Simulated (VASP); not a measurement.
# Al2Cu (I4/mcm) in VASP: further runs, part 2 of 2

VASP 6.6.1.

### Step 3. Single point, PBE

This run uses another cell than the first one, of 13.45 Å³/atom, 1.010 times its volume.

File INCAR:

```
PREC     = Accurate       # precision mode
ENCUT    = 520            # plane-wave cutoff, eV
EDIFF    = 1E-7           # SCF threshold, eV
ISMEAR   = 0              # smearing method
SIGMA    = 0.15           # smearing width, eV
LREAL    = F              # projectors in reciprocal space
LASPH    = T              # aspherical terms in the spheres
NELM     = 60             # most SCF steps
ALGO     = Fast           # electronic algorithm
ISIF     = 2              # what is computed and relaxed
LWAVE    = F              # write WAVECAR
LCHARG   = T              # write CHGCAR
GGA      = PE             # functional
LELF     = T              # ELF
LVHAR    = T            
NBANDS   = 26             # bands
```

File KPOINTS:

```
Automatic mesh
0
Gamma
  10 10 10
```

File POSCAR:

```
Al2Cu
1.0
   -2.8748500000      2.8748500000      2.4412820339
    2.8748500000     -2.8748500000      2.4412820339
    2.8748500000      2.8748500000     -2.4412820339
Al Cu
4 2
Direct
    0.1587211657      0.6587211657      0.8174423314
    0.6587211657      0.8412788343      0.5000000000
    0.8412788343      0.3412788343      0.1825576686
    0.3412788343      0.1587211657      0.5000000000
    0.7500000000      0.7500000000      0.0000000000
    0.2500000000      0.2500000000      0.0000000000
```

Potentials or basis: VASP PAW PBE potentials, release 64 (Al, Cu).

Command:

```console
$ cat potpaw_PBE.64/Al/POTCAR potpaw_PBE.64/Cu/POTCAR > POTCAR
$ mpirun -np 1 vasp_std > vasp.out
```

OUTCAR:

```text
PREC = Accurate
   ENCUT = 520
   EDIFF = 1E-7
   ISMEAR = 0
   LREAL = F
   LASPH = T
   NELM = 60
   ISIF = 2
   GGA = PE

 ion  position               nearest neighbor table
   1  0.159  0.659  0.817-   5 2.48   6 2.48   5 2.48   6 2.48   3 2.58   3 2.86   3 2.86   4 3.05
                             2 3.05   2 3.05   4 3.05   4 3.06   2 3.06   2 3.06   4 3.06
   2  0.659  0.841  0.500-   6 2.48   5 2.48   5 2.48   6 2.48   4 2.58   4 2.86   4 2.86   3 3.05
                             1 3.05   1 3.05   3 3.05   1 3.06   3 3.06   1 3.06   3 3.06
   3  0.841  0.341  0.183-   5 2.48   6 2.48   5 2.48   6 2.48   1 2.58   1 2.86   1 2.86   2 3.05
                             4 3.05   4 3.05   2 3.05   2 3.06   4 3.06   4 3.06   2 3.06
   4  0.341  0.159  0.500-   5 2.48   6 2.48   6 2.48   5 2.48   2 2.58   2 2.86   2 2.86   3 3.05
                             1 3.05   1 3.05   3 3.05   1 3.06   3 3.06   3 3.06   1 3.06
[... 912 lines left out ...]
  in kB      161.8061616    161.8061616     78.3287039      0.0000000      0.0000000      0.0000000
  external PRESSURE =     133.9803424 kB  Pullay stress =       0.0000000 kB

 VOLUME and BASIS-vectors are now :
 -----------------------------------------------------------------------------
  energy-cutoff  :      520.00
  volume of cell :       80.71
      direct lattice vectors                 reciprocal lattice vectors
    -2.874850000  2.874850000  2.441282034     0.000000000  0.173922118  0.204810421
     2.874850000 -2.874850000  2.441282034     0.173922118  0.000000000  0.204810421
     2.874850000  2.874850000 -2.441282034     0.173922118  0.173922118  0.000000000

 POSITION                                       TOTAL-FORCE (eV/Angst)
 -----------------------------------------------------------------------------------
      3.78745      0.91260     -0.00000         0.084281      0.084281     -0.000000
      1.96225      0.91260      2.44128        -0.084281      0.084281     -0.000000
     -0.91260      1.96225      2.44128        -0.084281     -0.084281      0.000000
      0.91260      1.96225      0.00000         0.084281     -0.084281      0.000000
      0.00000      0.00000      3.66192         0.000000      0.000000     -0.000000
      0.00000      0.00000      1.22064         0.000000      0.000000     -0.000000
 -----------------------------------------------------------------------------------
    total drift:                                0.000000     -0.000000      0.000000

  FREE ENERGIE OF THE ION-ELECTRON SYSTEM (eV)
  ---------------------------------------------------
  free  energy   TOTEN  =       -22.9880482817 eV

  energy  without entropy=      -22.9675423191  energy(sigma->0) =      -22.97779530
```

OSZICAR:

```text
N       E                     dE             d eps       ncg     rms          rms(c)
DAV:   1     0.190765787986E+03    0.19077E+03   -0.13819E+04  5312   0.151E+03
DAV:   2    -0.155805936014E+02   -0.20635E+03   -0.19390E+03  5328   0.294E+02
DAV:   3    -0.278399624309E+02   -0.12259E+02   -0.11540E+02  6762   0.912E+01
[... 12 lines left out ...]
RMM:  16    -0.229880490990E+02    0.63332E-06   -0.55634E-06  7161   0.233E-02    0.293E-02
RMM:  17    -0.229880482513E+02    0.84762E-06   -0.30551E-06  6705   0.146E-02    0.290E-03
RMM:  18    -0.229880484012E+02   -0.14989E-06   -0.15660E-06  6529   0.980E-03    0.388E-03
RMM:  19    -0.229880482058E+02    0.19545E-06   -0.36111E-07  5404   0.680E-03    0.129E-03
RMM:  20    -0.229880482817E+02   -0.75906E-07   -0.24702E-07  4805   0.468E-03
   1 F= -.22988048E+02 E0= -.22977795E+02  d E =-.205060E-01
```

It took 5.3 min on 1 thread of Intel Xeon 6975P-C, shared host; peak memory 0.33 GiB.

What came out:

```yaml
Free_energy: -22.9880 eV
Pressure: 13.4 GPa
Largest_force: 0.119 eV/Å
Band_gap_on_the_k_mesh: zero (band 17 reaches 11.62 eV, above the bottom of band 18 at 7.52 eV)
```

Forces on the atoms (eV/Å):
```
Al   0.084  0.084  0.000
Al  -0.084  0.084  0.000
Al  -0.084 -0.084  0.000
Al   0.084 -0.084  0.000
Cu   0.000  0.000  0.000
Cu   0.000  0.000  0.000
```

### Step 4. Single point, PBE

This run uses another cell than the first one, of 13.46 Å³/atom, 1.010 times its volume.

File INCAR:

```
SYSTEM = Al2Cu
PREC = Accurate
ENCUT = 520
EDIFF = 1E-6
ISMEAR = 0
SIGMA = 0.15
LREAL = .False.
LASPH = .True.
NELM = 100
ALGO = Fast
ISIF = 2
LWAVE = .False.
LCHARG = .True.
GGA = PE
LELF = .True.
LVHAR = .True.
NBANDS = 26
```

File KPOINTS:

```
regular mesh
0
Gamma
  10 10 10
  0 0 0
```

POSCAR, as its differences from that of step 3:

```diff
@@ -2,5 +2,5 @@
 1.0
-   -2.8748500000      2.8748500000      2.4412820339
-    2.8748500000     -2.8748500000      2.4412820339
-    2.8748500000      2.8748500000     -2.4412820339
+   -2.9353500000      2.9353500000      2.3436500000
+    2.9353500000     -2.9353500000      2.3436500000
+    2.9353500000      2.9353500000     -2.3436500000
 Al Cu
```

Potentials or basis: VASP PAW PBE potentials, release 64 (Al, Cu).

Command:

```console
$ cat potpaw_PBE.64/Al/POTCAR potpaw_PBE.64/Cu/POTCAR > POTCAR
$ mpirun -np 1 vasp_std > vasp.out
```

OUTCAR:

```text
SYSTEM = Al2Cu
   PREC = Accurate
   ENCUT = 520
   EDIFF = 1E-6
   ISMEAR = 0
   LREAL = .False.
   LASPH = .True.
   NELM = 100
   ISIF = 2
   GGA = PE

 ion  position               nearest neighbor table
   1  0.159  0.659  0.817-   5 2.50   6 2.50   5 2.50   6 2.50   3 2.64   3 2.79   3 2.79   4 2.99
                             2 2.99   2 2.99   4 2.99   4 3.12   2 3.12   2 3.12   4 3.12
   2  0.659  0.841  0.500-   6 2.50   6 2.50   5 2.50   5 2.50   4 2.64   4 2.79   4 2.79   3 2.99
                             1 2.99   1 2.99   3 2.99   1 3.12   3 3.12   1 3.12   3 3.12
   3  0.841  0.341  0.183-   5 2.50   6 2.50   5 2.50   6 2.50   1 2.64   1 2.79   1 2.79   2 2.99
                             4 2.99   4 2.99   2 2.99   2 3.12   4 3.12   4 3.12   2 3.12
   4  0.341  0.159  0.500-   5 2.50   5 2.50   6 2.50   6 2.50   2 2.64   2 2.79   2 2.79   1 2.99
                             1 2.99   3 2.99   3 2.99   1 3.12   3 3.12   3 3.12   1 3.12
   5  0.750  0.750  0.000-   6 2.34   6 2.34   4 2.50   4 2.50   1 2.50   3 2.50   2 2.50   2 2.50
                             3 2.50   1 2.50
   6  0.250  0.250  0.000-   5 2.34   5 2.34   3 2.50   1 2.50   2 2.50   2 2.50   4 2.50   4 2.50
                             1 2.50   3 2.50

  LATTYP: Found a body centered tetragonal cell.
 ALAT       =     5.8707000000
 C/A-ratio  =     0.7984226753

  Lattice vectors:

 A1 = (  -2.9353500000,   2.9353500000,   2.3436500000)
 A2 = (   2.9353500000,  -2.9353500000,   2.3436500000)
 A3 = (   2.9353500000,   2.9353500000,  -2.3436500000)

Analysis of symmetry for initial positions (statically):
=====================================================================
 Subroutine PRICEL returns:
 Original cell was already a primitive cell.

 Routine SETGRP: Setting up the symmetry group for a
 body centered tetragonal supercell.

 Subroutine GETGRP returns: Found 16 space group operations
 (whereof  8 operations were pure point group operations)
 out of a pool of 16 trial point group operations.

The static configuration has the point symmetry C_4h.
 The point group associated with its full space group is D_4h.

Analysis of symmetry for dynamics (positions and initial velocities):
=====================================================================
 Subroutine PRICEL returns:
 Original cell was already a primitive cell.

 Routine SETGRP: Setting up the symmetry group for a
 body centered tetragonal supercell.

 Subroutine GETGRP returns: Found 16 space group operations
 (whereof  8 operations were pure point group operations)
 out of a pool of 16 trial point group operations.

The dynamic configuration has the point symmetry C_4h.
 The point group associated with its full space group is D_4h.

 Subroutine INISYM returns: Found 16 space group operations
 (whereof  8 operations are pure point group operations),
 and found     1 'primitive' translations

----------------------------------------------------------------------------------------

                                     Primitive cell

  volume of cell :      80.7742

  direct lattice vectors                    reciprocal lattice vectors
    -2.935350000  2.935350000  2.343650000     0.000000000  0.170337438  0.213342436
     2.935350000 -2.935350000  2.343650000     0.170337438  0.000000000  0.213342436
     2.935350000  2.935350000 -2.343650000     0.170337438  0.170337438  0.000000000

  length of vectors
     4.767101275  4.767101275  4.767101275     0.273001535  0.273001535  0.240893516

  position of ions in fractional coordinates (direct lattice)
[... 45 lines left out ...]
  0.100000  0.000000 -0.000000      8.000000
  0.200000  0.000000 -0.000000      8.000000
  0.300000  0.000000 -0.000000      8.000000
  0.400000  0.000000 -0.000000      8.000000
  0.500000  0.000000 -0.000000      4.000000
[... 16 lines left out ...]
  0.300000  0.300000 -0.000000      8.000000
  0.400000  0.300000 -0.000000     16.000000
 [... further k-points ...]
   k-points           NKPTS =    102   k-points in BZ     NKDIM =    102   number of bands    NBANDS=     26
   number of dos      NEDOS =    301   number of ions     NIONS =      6
   total plane-waves  NPLWV =  46656
   dimension x,y,z NGX =    36 NGY =   36 NGZ =   36
   dimension x,y,z NGXF=    72 NGYF=   72 NGZF=   72
   ions per type =               4   2
   NGX,Y,Z   is equivalent  to a cutoff of  12.55, 12.55, 12.55 a.u.
   NGXF,Y,Z  is equivalent  to a cutoff of  25.11, 25.11, 25.11 a.u.
 SYSTEM =  Al2Cu
   PREC   = accura    normal or accurate (medium, high low for compatibility)
   ISTART =      0    job   : 0-new  1-cont  2-samecut
   ICHARG =      2    charge: 1-file 2-atom 10-const
   ISPIN  =      1    spin polarized calculation?
   LNONCOLLINEAR =      F non collinear calculations
   LSORBIT =      F    spin-orbit coupling
   LASPH  =      T    aspherical Exc in radial PAW
   ENCUT  =  520.0 eV  38.22 Ry    6.18 a.u.   8.86  8.86  8.86*2*pi/ulx,y,z
   NELM   =    100;   NELMIN=  2; NELMDL= -5     # of ELM steps
   EDIFF  = 0.1E-05   stopping-criterion for ELM
   LREAL  =      F    real-space projection
   EDIFFG = 0.1E-04   stopping-criterion for IOM
   NSW    =      0    number of steps for IOM
   IBRION =     -1    ionic relax: 0-MD 1-quasi-New 2-CG
   NFREE  =      0    steps in history (QN), initial steepest desc. (CG)
   ISIF   =      2    stress and relaxation
   ISYM   =      2    0-nonsym 1-usesym 2-fastsym
   POTIM  = 0.5000    time-step for ionic-motion
   TEBEG  =    0.0;   TEEND  =   0.0 temperature during run
   PSTRESS=    0.0 pullay stress
   NELECT =      34.0000    total number of electrons
   NUPDOWN=      -1.0000    fix difference up-down
   EMIN   =  10.00;   EMAX   =-10.00  energy-range for DOS
   EFERMI =   0.00;   METHOD = LEGACY
   ISMEAR =     0;   SIGMA  =   0.15  broadening in eV -4-tet -1-fermi 0-gaus
   EFERMI_NEDOS =   21; number of points for ismear=-14 and -15
   IALGO  =     68    algorithm
   IMIX   =      4    mixing-type and parameters
     AMIX     =   0.40;   BMIX     =  1.00
     AMIX_MAG =   1.60;   BMIX_MAG =  1.00
  volume/ion in A,a.u.               =      13.46        90.85
  Fermi-wavevector in a.u.,A,eV,Ry     =   1.226903  2.318511 20.480733  1.505291
  Thomas-Fermi vector in A             =   2.361887
   LORBIT       =      0    0 simple, 1 ext, 2 COOP (PROOUT), +10 PAW based schemes
   GGA     = PE    functional components
   LHFCALC =     F    Hartree Fock is set to
   AEXX    =    0.0000 exact exchange contribution
   IVDW    =     0    specifies the selected vdW correction
   LEPSILON=     F    determine dielectric tensor
   LRPA    =     F    only Hartree local field effects (RPA)
 non-spin polarized calculation
 RMM-DIIS sequential band-by-band and
 Gauss-broadening in eV      SIGMA  =   0.15
  energy-cutoff  :      520.00
  volume of cell :       80.77
 maximum number of plane-waves:      2204
   NGX = 17   NGY = 17   NGZ = 17

 number of electron      34.0000010 magnetization

 Free energy of the ion-electron system (eV)
  ---------------------------------------------------
  ext. energy  EPLUGINS =         0.00000000
  ---------------------------------------------------
  free energy    TOTEN  =       -23.06342176 eV

  energy without entropy =      -23.04390595  energy(sigma->0) =      -23.05366386

 E-fermi :   9.1743     XC(G=0): -11.2908

 val. band max:        9.1636917717   @ k =   0.3000   0.3000   0.2000
 cond. band min:       9.1809322643   @ k =   0.0000   0.0000   0.0000
 fundamental gap:      0.0172404926
 Fermi energy:         9.1743414933

 k-point     1 :       0.0000    0.0000    0.0000
  band No.  band energies     occupation
      1      -2.3455      2.00000
      2       3.3326      2.00000
      3       3.5073      2.00000
      4       3.5152      2.00000
      5       3.5152      2.00000
      6       4.5298      2.00000
[... 685 lines left out ...]
     25      16.5451      0.00000
     26      16.6443      0.00000

 [... further k-points ...]
[... 5 lines left out ...]
  --------------------------------------------------------------------------------------
  -------------------------------------------------------------------------------------
  Total        6.1977248      6.1977248      7.1463905      0.0000000      0.0000000      0.0000000
  in kB      122.9335269    122.9335269    141.7505640      0.0000000      0.0000000      0.0000000
  external PRESSURE =     129.2058726 kB  Pullay stress =       0.0000000 kB

 VOLUME and BASIS-vectors are now :
 -----------------------------------------------------------------------------
  energy-cutoff  :      520.00
  volume of cell :       80.77
      direct lattice vectors                 reciprocal lattice vectors
    -2.935350000  2.935350000  2.343650000     0.000000000  0.170337438  0.213342436
     2.935350000 -2.935350000  2.343650000     0.170337438  0.000000000  0.213342436
     2.935350000  2.935350000 -2.343650000     0.170337438  0.170337438  0.000000000

 POSITION                                       TOTAL-FORCE (eV/Angst)
 -----------------------------------------------------------------------------------
      3.86715      0.93180      0.00000        -0.082728     -0.082728     -0.000000
      2.00355      0.93180      2.34365         0.082728     -0.082728     -0.000000
     -0.93180      2.00355      2.34365         0.082728      0.082728      0.000000
      0.93180      2.00355      0.00000        -0.082728      0.082728     -0.000000
      0.00000      0.00000      3.51547         0.000000      0.000000     -0.000000
      0.00000      0.00000      1.17182        -0.000000      0.000000     -0.000000
 -----------------------------------------------------------------------------------
    total drift:                                0.000000     -0.000000      0.000000

  FREE ENERGIE OF THE ION-ELECTRON SYSTEM (eV)
  ---------------------------------------------------
  free  energy   TOTEN  =       -23.0634217602 eV

  energy  without entropy=      -23.0439059536  energy(sigma->0) =      -23.05366386
```

Run time: 4 min. Hardware: 1 thread of Intel Xeon 6975P-C, shared host; peak memory 0.33 GiB.

Results:

- Free energy: -23.0634 eV
- Pressure: 12.9 GPa
- Largest force: 0.117 eV/Å
- Band gap on the k mesh: zero (band 17 reaches 11.92 eV, above the bottom of band 18 at 7.19 eV)

Forces on the atoms (eV/Å):
```
Al  -0.083 -0.083  0.000
Al   0.083 -0.083  0.000
Al   0.083  0.083  0.000
Al  -0.083  0.083  0.000
Cu   0.000  0.000  0.000
Cu   0.000  0.000  0.000
```

Stress tensor (GPa, compression positive):
```
12.29  0.00  0.00
 0.00 12.29  0.00
 0.00  0.00 14.18
```

Levels at points of the mesh, in eV from the Fermi level:
```csv
k point,band 14,band 15,band 16,band 17,band 18,band 19,band 20,band 21
"(0.00, 0.00, 0.00)",-2.18,-1.50,-1.38,-1.38,-0.97,-0.07,0.01,1.75
"(0.50, 0.00, 0.00)",-3.35,-2.80,-2.80,0.20,0.20,4.23,4.23,4.48
"(0.50, 0.50, 0.00)",-2.98,-1.71,-1.51,-0.80,-0.65,0.81,1.34,4.70
"(0.50, 0.50, 0.50)",-3.49,-3.49,-1.91,2.75,2.97,2.97,3.48,4.59
```

### Step 5. The runs side by side

| cell | further INCAR settings | gap on the mesh (eV) | pressure (GPa) | largest force (eV/Å) |
| --- | --- | --- | --- | --- |
| a = 4.742 Å, angles 104.4, 104.4, 120.1°, 6 atoms | ALGO = Fast; EDIFF = 1e-06; NBANDS = 26 | none | 14.4 | 0.05 |
| a = 4.742 Å, angles 105.4, 105.4, 118.0°, 6 atoms | ALGO = Fast; EDIFF = 1e-07; NBANDS = 26 | none | 13.4 | 0.12 |
| a = 4.767 Å, angles 104.0, 104.0, 121.1°, 6 atoms | ALGO = Fast; EDIFF = 1e-06; NBANDS = 26 | none | 12.9 | 0.12 |

Alike in all rows: task single point; level PBE; potentials or basis VASP PAW PBE potentials, release 64 (Al, Cu); no spin polarisation; k mesh 10 × 10 × 10; cutoff (eV) 520; smearing gaussian 0.15 eV.

Total energies depend on the potentials used, so only differences within one code and one set of settings carry meaning.
